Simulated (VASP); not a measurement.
# Na (Im-3m) in VASP: notebook

Runs on Na. Level: r2SCAN. Tasks: single point.

All numbers are computed with VASP 6.6.1; they aren't measurements. Logs are shortened: lines on timing, memory, paths and dates and some standing lists are left out, and cuts for length are marked.

## Step 1: The cell of the first run

Symmetry: Im-3m, No. 229, cubic system. The conventional cell has a = 4.225 Å, b = 4.225 Å, c = 4.225 Å, α = 90.00°, β = 90.00°, γ = 90.00°. Within 4.8 Å of Na (site symmetry m-3m) lie 14 Na at 3.66 to 4.22 Å.

## Step 2: Single point, r2SCAN

The input, POSCAR:

```
Na
1.0
   -2.1125000000      2.1125000000      2.1125000000
    2.1125000000     -2.1125000000      2.1125000000
    2.1125000000      2.1125000000     -2.1125000000
Na
1
Direct
    0.0000000000      0.0000000000      0.0000000000
```

The input, INCAR.step1:

```
SYSTEM = Na
PREC = Accurate
ENCUT = 520
ISMEAR = -1
SIGMA = 0.6
LREAL = .False.
LASPH = .True.
NELM = 100
NBANDS = 10
GGA = PE
ALGO = Normal
EDIFF = 1E-4
LWAVE = .True.
LCHARG = .False.
```

The input, INCAR.step2:

```
SYSTEM = Na
PREC = Accurate
ENCUT = 520
EDIFF = 1E-6
ISMEAR = -1
SIGMA = 0.6
LREAL = .False.
LASPH = .True.
NELM = 100
ALGO = Normal
ISIF = 2
LWAVE = .False.
LCHARG = .False.
METAGGA = R2SCAN
LMIXTAU = .True.
NBANDS = 10
ISTART = 1
```

The input, KPOINTS:

```
Automatic mesh
0
Gamma
  11 11 11
  0 0 0
```

Potentials or basis: VASP PAW PBE potentials, release 64 (Na_pv).

On the command line:

```console
cat potpaw_PBE.64/Na_pv/POTCAR > POTCAR
cp INCAR.step1 INCAR
mpirun -np 1 vasp_std > vasp.out
cp INCAR.step2 INCAR
mpirun -np 1 vasp_std > vasp.out
```

OUTCAR:

```text
SYSTEM = Na
   PREC = Accurate
   ENCUT = 520
   EDIFF = 1E-6
   ISMEAR = -1
   LREAL = .False.
   LASPH = .True.
   NELM = 100
   ISIF = 2
   METAGGA = R2SCAN
   ISTART = 1

 ion  position               nearest neighbor table
   1  0.000  0.000  0.000-

  LATTYP: Found a body centered cubic cell.
 ALAT       =     4.2250000000

  Lattice vectors:

 A1 = (  -2.1125000000,   2.1125000000,   2.1125000000)
 A2 = (   2.1125000000,  -2.1125000000,   2.1125000000)
 A3 = (   2.1125000000,   2.1125000000,  -2.1125000000)

Analysis of symmetry for initial positions (statically):
=====================================================================
 Subroutine PRICEL returns:
 Original cell was already a primitive cell.

 Routine SETGRP: Setting up the symmetry group for a
 body centered cubic supercell.

 Subroutine GETGRP returns: Found 48 space group operations
 (whereof 48 operations were pure point group operations)
 out of a pool of 48 trial point group operations.

The static configuration has the point symmetry O_h .

Analysis of symmetry for dynamics (positions and initial velocities):
=====================================================================
 Subroutine PRICEL returns:
 Original cell was already a primitive cell.

 Routine SETGRP: Setting up the symmetry group for a
 body centered cubic supercell.

 Subroutine GETGRP returns: Found 48 space group operations
 (whereof 48 operations were pure point group operations)
 out of a pool of 48 trial point group operations.

The dynamic configuration has the point symmetry O_h .

 Subroutine INISYM returns: Found 48 space group operations
 (whereof 48 operations are pure point group operations),
 and found     1 'primitive' translations

----------------------------------------------------------------------------------------

                                     Primitive cell

  volume of cell :      37.7094

  direct lattice vectors                    reciprocal lattice vectors
    -2.112500000  2.112500000  2.112500000     0.000000000  0.236686391  0.236686391
     2.112500000 -2.112500000  2.112500000     0.236686391  0.000000000  0.236686391
     2.112500000  2.112500000 -2.112500000     0.236686391  0.236686391  0.000000000

  length of vectors
     3.658957331  3.658957331  3.658957331     0.334725104  0.334725104  0.334725104

  position of ions in fractional coordinates (direct lattice)
     0.000000000  0.000000000  0.000000000

[... 78 lines left out ...]
   NSW    =      0    number of steps for IOM
   IBRION =     -1    ionic relax: 0-MD 1-quasi-New 2-CG
   NFREE  =      0    steps in history (QN), initial steepest desc. (CG)
   ISIF   =      2    stress and relaxation
   ISYM   =      2    0-nonsym 1-usesym 2-fastsym
   POTIM  = 0.5000    time-step for ionic-motion
   TEBEG  =    0.0;   TEEND  =   0.0 temperature during run
   PSTRESS=    0.0 pullay stress
   NELECT =       7.0000    total number of electrons
   NUPDOWN=      -1.0000    fix difference up-down
   EMIN   =  10.00;   EMAX   =-10.00  energy-range for DOS
   EFERMI =   0.00;   METHOD = LEGACY
   ISMEAR =    -1;   SIGMA  =   0.60  broadening in eV -4-tet -1-fermi 0-gaus
   EFERMI_NEDOS =   21; number of points for ismear=-14 and -15
   IALGO  =     38    algorithm
   IMIX   =      4    mixing-type and parameters
     AMIX     =   0.40;   BMIX     =  1.00
     AMIX_MAG =   1.60;   BMIX_MAG =  1.00
  volume/ion in A,a.u.               =      37.71       254.48
  Fermi-wavevector in a.u.,A,eV,Ry     =   0.933879  1.764776 11.866059  0.872131
  Thomas-Fermi vector in A             =   2.060627
   LORBIT       =      0    0 simple, 1 ext, 2 COOP (PROOUT), +10 PAW based schemes
   METAGGA = R2SCAN    functional components
   LHFCALC =     F    Hartree Fock is set to
   AEXX    =    0.0000 exact exchange contribution
   IVDW    =     0    specifies the selected vdW correction
   LEPSILON=     F    determine dielectric tensor
   LRPA    =     F    only Hartree local field effects (RPA)
 non-spin polarized calculation
  energy-cutoff  :      520.00
  volume of cell :       37.71
 maximum number of plane-waves:      1027
   NGX = 13   NGY = 13   NGZ = 13

 number of electron       7.0000011 magnetization

 Free energy of the ion-electron system (eV)
  ---------------------------------------------------
  ext. energy  EPLUGINS =         0.00000000
  ---------------------------------------------------
  free energy    TOTEN  =        -3.81683231 eV

  energy without entropy =       -3.30681427  energy(sigma->0) =       -3.56182329

 E-fermi :   0.1990     XC(G=0):  -6.8761

 val. band max:        0.1247771906   @ k =  -0.2727   0.4545   0.0909
 cond. band min:       0.2655024800   @ k =  -0.3636   0.4545   0.0909
 fundamental gap:      0.1407252894
 Fermi energy:         0.1990058115

 k-point     1 :       0.0000    0.0000    0.0000
  band No.  band energies     occupation
      1     -25.7324      2.00000
      2     -25.7324      2.00000
      3     -25.7321      2.00000
      4      -3.1588      1.99260
      5      12.6331      0.00000
      6      12.6336      0.00000
      7      12.6336      0.00000
      8      13.8387      0.00000
      9      13.8387      0.00000
     10      14.4291      0.00000
[... 287 lines left out ...]
 k-point    24 :       0.3636    0.1818    0.0909
  band No.  band energies     occupation
      1     -25.7599      2.00000
      2     -25.7474      2.00000
      3     -25.7375      2.00000
      4       1.6731      0.15789
      5       2.3490      0.05406
      6       5.2011      0.00048
      7       7.3753      0.00001
      8      14.4891      0.00000
      9      15.9630      0.00000
     10      17.0639      0.00000

 [... further k-points ...]

------------------------ aborting loop because EDIFF is reached ----------------------------------------

  FORCE on cell =-STRESS in cart. coord.  units (eV):
  Direction    XX          YY          ZZ          XY          YZ          ZX
  --------------------------------------------------------------------------------------
  -------------------------------------------------------------------------------------
  Total        0.1524186      0.1524186      0.1524186      0.0000000      0.0000000      0.0000000
  in kB        6.4758752      6.4758752      6.4758752      0.0000000      0.0000000      0.0000000
  external PRESSURE =       6.4758752 kB  Pullay stress =       0.0000000 kB

 VOLUME and BASIS-vectors are now :
 -----------------------------------------------------------------------------
  energy-cutoff  :      520.00
  volume of cell :       37.71
      direct lattice vectors                 reciprocal lattice vectors
    -2.112500000  2.112500000  2.112500000     0.000000000  0.236686391  0.236686391
     2.112500000 -2.112500000  2.112500000     0.236686391  0.000000000  0.236686391
     2.112500000  2.112500000 -2.112500000     0.236686391  0.236686391  0.000000000

 POSITION                                       TOTAL-FORCE (eV/Angst)
 -----------------------------------------------------------------------------------
      0.00000      0.00000      0.00000         0.000000     -0.000000      0.000000
 -----------------------------------------------------------------------------------
    total drift:                               -0.000000     -0.000000     -0.000000

  FREE ENERGIE OF THE ION-ELECTRON SYSTEM (eV)
  ---------------------------------------------------
  free  energy   TOTEN  =        -3.8168323090 eV

  energy  without entropy=       -3.3068142667  energy(sigma->0) =       -3.56182329
```

OSZICAR.step1:

```text
N       E                     dE             d eps       ncg     rms          rms(c)
DAV:   1     0.269002186566E+02    0.26900E+02   -0.38712E+03  1122   0.591E+02
DAV:   2    -0.102602896427E+01   -0.27926E+02   -0.27781E+02  1152   0.142E+02
DAV:   3    -0.158418538196E+01   -0.55816E+00   -0.55761E+00  1394   0.224E+01
DAV:   4    -0.158859888758E+01   -0.44135E-02   -0.44132E-02  1296   0.192E+00
DAV:   5    -0.158866434561E+01   -0.65458E-04   -0.65457E-04  1334   0.232E-01    0.212E-01
DAV:   6    -0.158840332801E+01    0.26102E-03   -0.47167E-04  1320   0.255E-01    0.143E-01
DAV:   7    -0.158820564584E+01    0.19768E-03   -0.10175E-03  1250   0.314E-01    0.148E-02
DAV:   8    -0.158819850654E+01    0.71393E-05   -0.40412E-05   728   0.107E-01
   1 F= -.15881985E+01 E0= -.13183964E+01  d E =-.539604E+00
```

Run time: 56 s. Hardware: 1 thread of Intel Xeon 6975P-C, shared host; peak memory 0.16 GiB.

What came out:

| Item | Value |
| --- | --- |
| Free energy | -3.8168 eV |
| Pressure | 0.6 GPa |

Caveat: the PAW data sets were made with another functional, which shifts forces and pressure a little.

## Step 3: Single point, r2SCAN

POSCAR is that of step 2.

The input, INCAR.step1:

```
  ALGO = Normal
  EDIFF = 1E-4
  ENCUT = 520
  GGA = PE
  ISMEAR = -1
  LASPH = True
  LCHARG = False
  LREAL = False
  LWAVE = True
  NBANDS = 10
  NELM = 60
  PREC = Accurate
  SIGMA = 1.0
```

The input, INCAR.step2:

```
  ALGO = Normal
  EDIFF = 1E-6
  ENCUT = 520
  ISIF = 2
  ISMEAR = -1
  ISTART = 1
  LASPH = True
  LCHARG = False
  LMIXTAU = True
  LREAL = False
  LWAVE = False
  METAGGA = R2SCAN
  NBANDS = 10
  NELM = 60
  PREC = Accurate
  SIGMA = 1.0
```

The input, KPOINTS:

```
k-points
0
Gamma
  11 11 11
```

Potentials or basis: VASP PAW PBE potentials, release 64 (Na_pv).

On the command line:

```console
cat potpaw_PBE.64/Na_pv/POTCAR > POTCAR
cp INCAR.step1 INCAR
mpirun -np 1 vasp_std > vasp.out
cp INCAR.step2 INCAR
mpirun -np 1 vasp_std > vasp.out
```

OUTCAR:

```text
EDIFF = 1E-6
   ENCUT = 520
   ISIF = 2
   ISMEAR = -1
   ISTART = 1
   LASPH = True
   LREAL = False
   METAGGA = R2SCAN
   NELM = 60
   PREC = Accurate

 ion  position               nearest neighbor table
   1  0.000  0.000  0.000-

  LATTYP: Found a body centered cubic cell.
 ALAT       =     4.2250000000

  Lattice vectors:

 A1 = (  -2.1125000000,   2.1125000000,   2.1125000000)
 A2 = (   2.1125000000,  -2.1125000000,   2.1125000000)
 A3 = (   2.1125000000,   2.1125000000,  -2.1125000000)

Analysis of symmetry for initial positions (statically):
=====================================================================
 Subroutine PRICEL returns:
 Original cell was already a primitive cell.

 Routine SETGRP: Setting up the symmetry group for a
 body centered cubic supercell.

 Subroutine GETGRP returns: Found 48 space group operations
 (whereof 48 operations were pure point group operations)
 out of a pool of 48 trial point group operations.

The static configuration has the point symmetry O_h .

Analysis of symmetry for dynamics (positions and initial velocities):
[... 161 lines left out ...]
 Fermi energy:         0.0120446652

 k-point     1 :       0.0000    0.0000    0.0000
  band No.  band energies     occupation
      1     -25.7380      2.00000
      2     -25.7380      2.00000
      3     -25.7377      2.00000
      4      -3.1657      1.91998
      5      12.6695      0.00001
      6      12.6700      0.00001
      7      12.6700      0.00001
      8      13.8772      0.00000
      9      13.8772      0.00000
     10      14.4384      0.00000
[... 287 lines left out ...]
 k-point    24 :       0.3636    0.1818    0.0909
  band No.  band energies     occupation
      1     -25.7654      2.00000
      2     -25.7530      2.00000
      3     -25.7431      2.00000
      4       1.6683      0.32052
      5       2.3573      0.17489
      6       5.2116      0.01098
      7       7.4083      0.00123
      8      14.5206      0.00000
      9      16.0030      0.00000
     10      17.1046      0.00000

 [... further k-points ...]

------------------------ aborting loop because EDIFF is reached ----------------------------------------

  FORCE on cell =-STRESS in cart. coord.  units (eV):
  Direction    XX          YY          ZZ          XY          YZ          ZX
  --------------------------------------------------------------------------------------
  -------------------------------------------------------------------------------------
  Total        0.3542587      0.3542587      0.3542587      0.0000000      0.0000000     -0.0000000
  in kB       15.0515412     15.0515412     15.0515412      0.0000000      0.0000000     -0.0000000
  external PRESSURE =      15.0515412 kB  Pullay stress =       0.0000000 kB

 VOLUME and BASIS-vectors are now :
 -----------------------------------------------------------------------------
  energy-cutoff  :      520.00
  volume of cell :       37.71
      direct lattice vectors                 reciprocal lattice vectors
    -2.112500000  2.112500000  2.112500000     0.000000000  0.236686391  0.236686391
     2.112500000 -2.112500000  2.112500000     0.236686391  0.000000000  0.236686391
     2.112500000  2.112500000 -2.112500000     0.236686391  0.236686391  0.000000000

 POSITION                                       TOTAL-FORCE (eV/Angst)
 -----------------------------------------------------------------------------------
      0.00000      0.00000      0.00000        -0.000000      0.000000      0.000000
 -----------------------------------------------------------------------------------
    total drift:                               -0.000000     -0.000000     -0.000000

  FREE ENERGIE OF THE ION-ELECTRON SYSTEM (eV)
  ---------------------------------------------------
  free  energy   TOTEN  =        -4.2508209487 eV

  energy  without entropy=       -2.9454902558  energy(sigma->0) =       -3.59815560
```

OUTCAR.step1:

```text
EDIFF = 1E-4
   ENCUT = 520
   GGA = PE
   ISMEAR = -1
   LASPH = True
[... 526 lines left out ...]

 POSITION                                       TOTAL-FORCE (eV/Angst)
 -----------------------------------------------------------------------------------
      0.00000      0.00000      0.00000         0.000000      0.000000     -0.000000
 -----------------------------------------------------------------------------------
    total drift:                               -0.000000     -0.000000     -0.000000

  FREE ENERGIE OF THE ION-ELECTRON SYSTEM (eV)
  ---------------------------------------------------
  free  energy   TOTEN  =        -2.0478756384 eV

  energy  without entropy=       -0.6664239635  energy(sigma->0) =       -1.35714980
```

OSZICAR.step1:

```text
N       E                     dE             d eps       ncg     rms          rms(c)
DAV:   1     0.265588726005E+02    0.26559E+02   -0.38712E+03  1122   0.591E+02
DAV:   2    -0.147836090123E+01   -0.28037E+02   -0.27854E+02  1152   0.142E+02
DAV:   3    -0.204372125177E+01   -0.56536E+00   -0.56441E+00  1394   0.225E+01
DAV:   4    -0.204818350810E+01   -0.44623E-02   -0.44617E-02  1296   0.192E+00
DAV:   5    -0.204824945289E+01   -0.65945E-04   -0.65930E-04  1334   0.233E-01    0.216E-01
DAV:   6    -0.204805097703E+01    0.19848E-03   -0.44988E-04  1320   0.245E-01    0.146E-01
DAV:   7    -0.204788187960E+01    0.16910E-03   -0.10084E-03  1248   0.310E-01    0.138E-02
DAV:   8    -0.204787563845E+01    0.62411E-05   -0.36686E-05   728   0.102E-01
   1 F= -.20478756E+01 E0= -.13571498E+01  d E =-.138145E+01
```

It took 55 s on 1 thread of Intel Xeon 6975P-C, shared host; peak memory 0.16 GiB.

What came out:

- Free energy: -4.2508 eV
- Pressure: 1.5 GPa

Caveat: the PAW data sets were made with another functional, which shifts forces and pressure a little.
